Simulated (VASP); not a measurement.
# TiO2 (C2/c) in VASP: a series of runs

The runs below take TiO2 through single point, with r2SCAN.

Program: VASP 6.6.1. These are calculated values, not measurements. Logs are shortened: lines on timing, memory, paths and dates and some standing lists are left out, and cuts for length are marked.

## (1) The cell of the first run

The typed cell holds 6 atoms: a = 3.864 Å, b = 3.864 Å, c = 5.544 Å, α = 111.31°, β = 111.31°, γ = 87.48°.

## (2) Single point, r2SCAN (strain +0.0450 x Voigt [1, 0, 0, 0, 0, 0])

File POSCAR:

```
TiO2
1.0
    2.7913622420     -2.6712510909     -0.0201684190
    2.7913622420      2.6712510909     -0.0201684190
   -2.7539317348      0.0000000000      4.8120473783
Ti O
2 4
Direct
    0.1249747467      0.8750252533      0.2500000000
    0.8750252533      0.1249747467      0.7500000000
    0.3322819419      0.0822483592      0.6645446501
    0.6677180581      0.9177516408      0.3354553499
    0.9177516408      0.6677180581      0.8354553499
    0.0822483592      0.3322819419      0.1645446501
```

File INCAR.step1:

```
SYSTEM = TiO2
  PREC = Accurate
  ENCUT = 520
  ISMEAR = 0
  SIGMA = 0.05
  LREAL = .False.
  LASPH = .True.
  NELM = 100
  NBANDS = 33
  GGA = PE
  ALGO = Normal
  EDIFF = 1E-4
  LWAVE = .True.
  LCHARG = .False.
```

File INCAR.step2:

```
SYSTEM = TiO2
  PREC = Accurate
  ENCUT = 520
  EDIFF = 1E-6
  ISMEAR = 0
  SIGMA = 0.05
  LREAL = .False.
  LASPH = .True.
  NELM = 100
  ALGO = Normal
  ISIF = 2
  LWAVE = .False.
  LCHARG = .False.
  METAGGA = R2SCAN
  LMIXTAU = .True.
  NBANDS = 33
  ISTART = 1
```

File KPOINTS:

```
regular mesh
0
Gamma
  6 6 6
  0 0 0
```

Potentials or basis: VASP PAW PBE potentials, release 64 (Ti_sv, O).

Launch:

```console
> cat potpaw_PBE.64/Ti_sv/POTCAR potpaw_PBE.64/O/POTCAR > POTCAR
> cp INCAR.step1 INCAR
> mpirun -np 1 vasp_std > vasp.out
> cp INCAR.step2 INCAR
> mpirun -np 1 vasp_std > vasp.out
```

OUTCAR:

```text
SYSTEM = TiO2
   PREC = Accurate
   ENCUT = 520
   EDIFF = 1E-6
   ISMEAR = 0
   LREAL = .False.
   LASPH = .True.
   NELM = 100
   ISIF = 2
   METAGGA = R2SCAN
   ISTART = 1

 ion  position               nearest neighbor table
   1  0.125  0.875  0.250-   4 1.97   6 1.97   4 1.97   6 1.97   3 1.99   5 1.99
   2  0.875  0.125  0.750-   3 1.97   5 1.97   5 1.97   3 1.97   6 1.99   4 1.99
   3  0.332  0.082  0.665-   2 1.97   2 1.97   1 1.99
   4  0.668  0.918  0.335-   1 1.97   1 1.97   2 1.99
   5  0.918  0.668  0.835-   2 1.97   2 1.97   1 1.99
   6  0.082  0.332  0.165-   1 1.97   1 1.97   2 1.99

  LATTYP: Found a base centered monoclinic cell.
 ALAT       =     5.5828702049
 B/A-ratio  =     0.9569454395
 C/A-ratio  =     0.9931022741
 COS(beta)  =    -0.5029664130

  Lattice vectors:

 A1 = (   2.7913622420,  -2.6712510909,  -0.0201684190)
 A2 = (   2.7913622420,   2.6712510909,  -0.0201684190)
 A3 = (  -2.7539317348,   0.0000000000,   4.8120473783)

Analysis of symmetry for initial positions (statically):
=====================================================================
 Subroutine PRICEL returns:
 Original cell was already a primitive cell.

 Routine SETGRP: Setting up the symmetry group for a
 base centered monoclinic supercell.

 Subroutine GETGRP returns: Found  4 space group operations
 (whereof  2 operations were pure point group operations)
 out of a pool of  4 trial point group operations.

The static configuration has the point symmetry S_2 .
 The point group associated with its full space group is C_2h.

Analysis of symmetry for dynamics (positions and initial velocities):
=====================================================================
 Subroutine PRICEL returns:
 Original cell was already a primitive cell.

 Routine SETGRP: Setting up the symmetry group for a
 base centered monoclinic supercell.

 Subroutine GETGRP returns: Found  4 space group operations
 (whereof  2 operations were pure point group operations)
 out of a pool of  4 trial point group operations.

The dynamic configuration has the point symmetry S_2 .
 The point group associated with its full space group is C_2h.

 Subroutine INISYM returns: Found  4 space group operations
 (whereof  2 operations are pure point group operations),
 and found     1 'primitive' translations

----------------------------------------------------------------------------------------

                                     Primitive cell

  volume of cell :      71.4646

  direct lattice vectors                    reciprocal lattice vectors
     2.791362242 -2.671251091 -0.020168419     0.179867770 -0.187178211  0.102938213
     2.791362242  2.671251091 -0.020168419     0.179867770  0.187178211  0.102938213
    -2.753931735  0.000000000  4.812047378     0.001507736  0.000000000  0.208674629

  length of vectors
     3.863637188  3.863637188  5.544361097     0.279256823  0.279256823  0.208680076

  position of ions in fractional coordinates (direct lattice)
     0.124974747  0.875025253  0.250000000
     0.875025253  0.124974747  0.750000000
     0.332281942  0.082248359  0.664544650
     0.667718058  0.917751641  0.335455350
     0.917751641  0.667718058  0.835455350
     0.082248359  0.332281942  0.164544650

  ion indices of the primitive-cell ions
   primitive index   ion index
                 1           1
                 2           2
                 3           3
                 4           4
                 5           5
                 6           6

----------------------------------------------------------------------------------------

 KPOINTS: regular mesh

Automatic generation of k-mesh.
 Grid dimensions read from file:
 generate k-points for:    6    6    6

 Generating k-lattice:

  Cartesian coordinates                     Fractional coordinates (reciprocal lattice)
     0.029977962 -0.031196368  0.017156369     0.166666667 -0.000000000  0.000000000
     0.029977962  0.031196368  0.017156369    -0.000000000  0.166666667  0.000000000
     0.000251289  0.000000000  0.034779105     0.000000000  0.000000000  0.166666667

  Length of vectors
     0.046542804  0.046542804  0.034780013

  Shift w.r.t. Gamma in fractional coordinates (k-lattice)
     0.000000000  0.000000000  0.000000000

 Subroutine IBZKPT returns following result:
 ===========================================

 Found     68 irreducible k-points:

 Following reciprocal coordinates:
            Coordinates               Weight
  0.000000  0.000000  0.000000      1.000000
  0.166667 -0.000000  0.000000      4.000000
  0.333333 -0.000000  0.000000      4.000000
  0.500000 -0.000000 -0.000000      2.000000
  0.166667  0.166667  0.000000      2.000000
  0.333333  0.166667  0.000000      4.000000
[... 16 lines left out ...]
 -0.333333  0.166667  0.166667      4.000000
 -0.166667  0.166667  0.166667      4.000000
 [... further k-points ...]
   k-points           NKPTS =     68   k-points in BZ     NKDIM =     68   number of bands    NBANDS=     33
   number of dos      NEDOS =    301   number of ions     NIONS =      6
   total plane-waves  NPLWV =  37800
   dimension x,y,z NGX =    30 NGY =   30 NGZ =   42
   dimension x,y,z NGXF=    60 NGYF=   60 NGZF=   84
   ions per type =               2   4
   NGX,Y,Z   is equivalent  to a cutoff of  12.91, 12.91, 12.59 a.u.
   NGXF,Y,Z  is equivalent  to a cutoff of  25.82, 25.82, 25.19 a.u.
 SYSTEM =  TiO2
   PREC   = accura    normal or accurate (medium, high low for compatibility)
   ISTART =      1    job   : 0-new  1-cont  2-samecut
   ICHARG =      0    charge: 1-file 2-atom 10-const
   ISPIN  =      1    spin polarized calculation?
   LNONCOLLINEAR =      F non collinear calculations
   LSORBIT =      F    spin-orbit coupling
   LASPH  =      T    aspherical Exc in radial PAW
   ENCUT  =  520.0 eV  38.22 Ry    6.18 a.u.   7.18  7.18 10.31*2*pi/ulx,y,z
   NELM   =    100;   NELMIN=  2; NELMDL=  0     # of ELM steps
   EDIFF  = 0.1E-05   stopping-criterion for ELM
   LREAL  =      F    real-space projection
   EDIFFG = 0.1E-04   stopping-criterion for IOM
   NSW    =      0    number of steps for IOM
   IBRION =     -1    ionic relax: 0-MD 1-quasi-New 2-CG
   NFREE  =      0    steps in history (QN), initial steepest desc. (CG)
   ISIF   =      2    stress and relaxation
   ISYM   =      2    0-nonsym 1-usesym 2-fastsym
   POTIM  = 0.5000    time-step for ionic-motion
   TEBEG  =    0.0;   TEEND  =   0.0 temperature during run
   PSTRESS=    0.0 pullay stress
   NELECT =      48.0000    total number of electrons
   NUPDOWN=      -1.0000    fix difference up-down
   EMIN   =  10.00;   EMAX   =-10.00  energy-range for DOS
   EFERMI =   0.00;   METHOD = LEGACY
   ISMEAR =     0;   SIGMA  =   0.05  broadening in eV -4-tet -1-fermi 0-gaus
   EFERMI_NEDOS =   21; number of points for ismear=-14 and -15
   IALGO  =     38    algorithm
   IMIX   =      4    mixing-type and parameters
     AMIX     =   0.40;   BMIX     =  1.00
     AMIX_MAG =   1.60;   BMIX_MAG =  1.00
  volume/ion in A,a.u.               =      11.91        80.38
  Fermi-wavevector in a.u.,A,eV,Ry     =   1.433700  2.709299 27.966700  2.055494
  Thomas-Fermi vector in A             =   2.553189
   LORBIT       =      0    0 simple, 1 ext, 2 COOP (PROOUT), +10 PAW based schemes
   METAGGA = R2SCAN    functional components
   LHFCALC =     F    Hartree Fock is set to
   AEXX    =    0.0000 exact exchange contribution
   IVDW    =     0    specifies the selected vdW correction
   LEPSILON=     F    determine dielectric tensor
   LRPA    =     F    only Hartree local field effects (RPA)
 non-spin polarized calculation
 Gauss-broadening in eV      SIGMA  =   0.05
  energy-cutoff  :      520.00
  volume of cell :       71.46
 maximum number of plane-waves:      1946
 NGX is ok and might be reduce to    30
   NGX = 15   NGY = 15   NGZ = 21

 number of electron      48.0000001 magnetization

 Free energy of the ion-electron system (eV)
  ---------------------------------------------------
  ext. energy  EPLUGINS =         0.00000000
  ---------------------------------------------------
  free energy    TOTEN  =       -69.75517620 eV

  energy without entropy =      -69.75517620  energy(sigma->0) =      -69.75517620

 E-fermi :   2.8889     XC(G=0): -11.2031

 val. band max:        2.5692536048   @ k =  -0.3333  -0.3333   0.3333
 cond. band min:       5.0156965594   @ k =   0.0000   0.0000   0.0000
 fundamental gap:      2.4464429545
 Fermi energy:         2.8889293261

 k-point     1 :       0.0000    0.0000    0.0000
  band No.  band energies     occupation
      1     -56.1657      2.00000
      2     -56.1143      2.00000
      3     -31.5292      2.00000
      4     -31.3122      2.00000
      5     -31.3065      2.00000
      6     -31.2531      2.00000
[... 25 lines left out ...]
     32       7.7978      0.00000
     33       7.9722      0.00000

 k-point     2 :       0.1667   -0.0000    0.0000
  band No.  band energies     occupation
      1     -56.1627      2.00000
      2     -56.1164      2.00000
      3     -31.5231      2.00000
      4     -31.3396      2.00000
      5     -31.3115      2.00000
      6     -31.2587      2.00000
[... 25 lines left out ...]
     32       8.0988      0.00000
     33       8.4775      0.00000

 k-point     3 :       0.3333   -0.0000    0.0000
  band No.  band energies     occupation
      1     -56.1557      2.00000
      2     -56.1218      2.00000
      3     -31.5104      2.00000
      4     -31.3961      2.00000
      5     -31.3154      2.00000
      6     -31.2725      2.00000
[... 25 lines left out ...]
     32       8.4647      0.00000
     33       9.0322      0.00000

 k-point     4 :       0.5000   -0.0000   -0.0000
  band No.  band energies     occupation
      1     -56.1512      2.00000
      2     -56.1255      2.00000
      3     -31.5025      2.00000
      4     -31.4258      2.00000
      5     -31.3171      2.00000
      6     -31.2761      2.00000
[... 25 lines left out ...]
     32       8.5663      0.00000
     33       9.3070      0.00000

 k-point     5 :       0.1667    0.1667    0.0000
  band No.  band energies     occupation
      1     -56.1584      2.00000
      2     -56.1199      2.00000
      3     -31.5087      2.00000
      4     -31.3608      2.00000
      5     -31.3261      2.00000
      6     -31.2610      2.00000
[... 604 lines left out ...]
 k-point    22 :       0.5000    0.1667    0.1667
  band No.  band energies     occupation
      1     -56.1490      2.00000
      2     -56.1268      2.00000
      3     -31.5084      2.00000
      4     -31.4252      2.00000
      5     -31.3325      2.00000
      6     -31.3076      2.00000
[... 25 lines left out ...]
     32       9.2667      0.00000
     33       9.2832      0.00000

 k-point    23 :      -0.3333    0.1667    0.1667
  band No.  band energies     occupation
      1     -56.1553      2.00000
      2     -56.1213      2.00000
      3     -31.5204      2.00000
      4     -31.4000      2.00000
      5     -31.3309      2.00000
      6     -31.2934      2.00000
[... 25 lines left out ...]
     32       9.1300      0.00000
     33       9.2236      0.00000

 k-point    24 :      -0.1667    0.1667    0.1667
  band No.  band energies     occupation
      1     -56.1584      2.00000
      2     -56.1199      2.00000
      3     -31.5089      2.00000
      4     -31.3606      2.00000
      5     -31.3287      2.00000
      6     -31.2682      2.00000
[... 25 lines left out ...]
     32       8.6724      0.00000
     33       8.7529      0.00000

 [... further k-points ...]

------------------------ aborting loop because EDIFF is reached ----------------------------------------

  FORCE on cell =-STRESS in cart. coord.  units (eV):
  Direction    XX          YY          ZZ          XY          YZ          ZX
  --------------------------------------------------------------------------------------
  -------------------------------------------------------------------------------------
  Total       -5.3696136     -2.8226882     -2.3075625      0.0000000      0.0000000     -0.0059609
  in kB     -120.3822231    -63.2822957    -51.7336108      0.0000000      0.0000000     -0.1336374
  external PRESSURE =     -78.4660432 kB  Pullay stress =       0.0000000 kB

 VOLUME and BASIS-vectors are now :
 -----------------------------------------------------------------------------
  energy-cutoff  :      520.00
  volume of cell :       71.46
      direct lattice vectors                 reciprocal lattice vectors
     2.791362242 -2.671251091 -0.020168419     0.179867770 -0.187178211  0.102938213
     2.791362242  2.671251091 -0.020168419     0.179867770  0.187178211  0.102938213
    -2.753931735  0.000000000  4.812047378     0.001507736  0.000000000  0.208674629

 POSITION                                       TOTAL-FORCE (eV/Angst)
 -----------------------------------------------------------------------------------
      2.10288      2.00357      1.18284         0.000000     -0.001500      0.000000
      0.72591     -2.00357      3.58887         0.000000      0.001500      0.000000
     -0.67301     -0.66790      3.18946        -0.002860      0.003373     -0.000687
      3.50180      0.66790      1.58225         0.002860     -0.003373      0.000687
      2.12483     -0.66790      3.98827         0.002860      0.003373      0.000687
      0.70396      0.66790      0.78344        -0.002860     -0.003373     -0.000687
 -----------------------------------------------------------------------------------
    total drift:                                0.000000      0.000000      0.000000

  FREE ENERGIE OF THE ION-ELECTRON SYSTEM (eV)
  ---------------------------------------------------
  free  energy   TOTEN  =       -69.7551762037 eV

  energy  without entropy=      -69.7551762037  energy(sigma->0) =      -69.75517620
```

It took 6.4 min on 1 thread of Intel Xeon Platinum 8488C (Sapphire Rapids), shared host; peak memory 0.27 GiB.

Results:

| Item | Value |
| --- | --- |
| Free energy | -69.7552 eV |
| Pressure | -7.8 GPa |
| Largest force | 0.004 eV/Å |
| Band gap on the k mesh | 2.45 eV (least direct gap 2.66 eV) |

Forces in eV/Å, atoms in the order of the input:
```
Ti   0.000 -0.002  0.000
Ti   0.000  0.002  0.000
O   -0.003  0.003 -0.001
O    0.003 -0.003  0.001
O    0.003  0.003  0.001
O   -0.003 -0.003 -0.001
```

Caveat: the cell differs from its parent crystal (strain +0.0450 x Voigt [1, 0, 0, 0, 0, 0]); the cell stands under tension; the PAW data sets were made with another functional, which shifts forces and pressure a little. A k mesh can miss the band edges.

## (3) Single point, r2SCAN (strain +0.0600 x Voigt [1, 0, 0, 0, 0, 0])

Edit POSCAR of step 2 so:

```diff
@@ -2,5 +2,5 @@
 1.0
-    2.7913622420     -2.6712510909     -0.0201684190
-    2.7913622420      2.6712510909     -0.0201684190
-   -2.7539317348      0.0000000000      4.8120473783
+    2.8314296426     -2.6712510909     -0.0201684190
+    2.8314296426      2.6712510909     -0.0201684190
+   -2.7934618554      0.0000000000      4.8120473783
 Ti O
```

File INCAR.step1:

```
PREC = Accurate
ENCUT = 520
ISMEAR = 0
SIGMA = 0.05
LREAL = F
LASPH = T
NELM = 100
NBANDS = 33
GGA = PE
ALGO = Normal
EDIFF = 1E-4
LWAVE = T
LCHARG = F
```

File INCAR.step2:

```
PREC = Accurate
ENCUT = 520
EDIFF = 1E-6
ISMEAR = 0
SIGMA = 0.05
LREAL = F
LASPH = T
NELM = 100
ALGO = Normal
ISIF = 2
LWAVE = F
LCHARG = T
METAGGA = R2SCAN
LMIXTAU = T
LELF = T
LVHAR = T
NBANDS = 33
ISTART = 1
```

File KPOINTS:

```
Automatic mesh
0
Gamma
  6 6 6
```

Potentials or basis: VASP PAW PBE potentials, release 64 (Ti_sv, O).

Launch:

```console
> cat potpaw_PBE.64/Ti_sv/POTCAR potpaw_PBE.64/O/POTCAR > POTCAR
> cp INCAR.step1 INCAR
> mpirun -np 1 vasp_std > vasp.out
> cp INCAR.step2 INCAR
> mpirun -np 1 vasp_std > vasp.out
```

It took 6.6 min on 1 thread of Intel Xeon Platinum 8488C (Sapphire Rapids), shared host; peak memory 0.27 GiB.

Results (log left out):

```yaml
Free_energy: -69.6673 eV
Pressure: -10.4 GPa
Largest_force: 0.031 eV/Å
Band_gap_on_the_k_mesh: 2.38 eV (least direct gap 2.57 eV)
```

Forces in eV/Å, atoms in the order of the input:
```
Ti   0.000 -0.001  0.000
Ti   0.000  0.001  0.000
O   -0.005  0.005 -0.030
O    0.005 -0.005  0.030
O    0.005  0.005  0.030
O   -0.005 -0.005 -0.030
```

Stress tensor (GPa, compression positive):
```
-15.84   0.00  -0.02
  0.00  -8.27   0.00
 -0.02   0.00  -7.09
```

Levels at points of the mesh, in eV from the valence-band top:
```
           k point  band 20  band 21  band 22  band 23  band 24  band 25  band 26  band 27  band 28  band 29
(0.00, 0.00, 0.00)    -0.77    -0.73    -0.64    -0.62    -0.20     2.38     3.07     4.06     4.08     4.17
(0.50, 0.00, 0.00)    -1.87    -1.75    -0.85    -0.84    -0.59     3.36     3.67     3.71     3.80     4.36
(0.50, 0.50, 0.00)    -2.53    -1.90    -1.90    -0.02    -0.02     3.57     3.57     3.92     3.92     4.84
(0.00, 0.00, 0.50)    -1.31    -1.20    -1.20    -0.11    -0.11     2.71     2.71     3.90     3.90     4.40
(0.50, 0.00, 0.50)    -1.87    -1.75    -0.85    -0.84    -0.59     3.36     3.67     3.71     3.80     4.36
(0.50, 0.50, 0.50)    -2.58    -1.89    -1.89    -0.03    -0.03     3.46     3.46     3.95     3.95     4.88
```

Caveat: the cell differs from its parent crystal (strain +0.0600 x Voigt [1, 0, 0, 0, 0, 0]); the cell stands under tension; the PAW data sets were made with another functional, which shifts forces and pressure a little. A k mesh can miss the band edges.
